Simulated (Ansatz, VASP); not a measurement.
# One calculation of HfO2, two programs

```
Hf O
1.0
     4.79069    0.00000    0.00000
     0.00000    4.79069    0.00000
     0.00000    0.00000    3.18354
Hf O
2 4
Direct
  0.00000 0.00000 0.00000
  0.50000 0.50000 0.50000
  0.19498 0.80502 0.47321
  0.30502 0.30502 0.00000
  0.69498 0.69498 0.00000
  0.80502 0.19498 0.52679
```

Change from the starting cell: mode 16 frozen in at -0.086 Å, equal normal strain along x, y and z -0.0083.

Alike in both runs: task single point; functional PBEsol; k mesh 6 × 6 × 8; occupations gaussian, width 0.05 eV; no spin polarisation.

|  | VASP | Ansatz |
| --- | --- | --- |
| version | VASP 6.6.1 | Ansatz 0.2.0 |
| potentials or method | VASP PAW PBE potentials, release 64 (Hf_pv, O), cutoff 520 eV | scalar-relativistic, plane waves, PAW |
| valence electrons in the cell | 44 | 76 |

|  | VASP | Ansatz | Ansatz less VASP |
| --- | --- | --- | --- |
| gap on the k mesh at the Fermi level (eV) | 3.94 | 4.00 | +0.056 |
| least direct gap on the mesh (eV) | 3.94 | 4.00 | +0.056 |
| pressure (GPa) | 3.9 | 6.8 | +2.86 |
| traceless stress, the component that is largest in VASP (GPa) | 3.55 | 3.65 | +0.096 |
| rms of the force components (eV/Å) | 0.436 | 0.442 | +0.0064 |

VASP's potentials were made for PBE, not for PBEsol, and Ansatz warns of the same on its side. Atom by atom the forces differ by 0.023 eV/Å (rms over components). VASP's potentials hold 44 valence electrons a cell and Ansatz's 76, so a difference there can come from the potentials and not from the codes.

Neither program's run includes spin-orbit coupling.
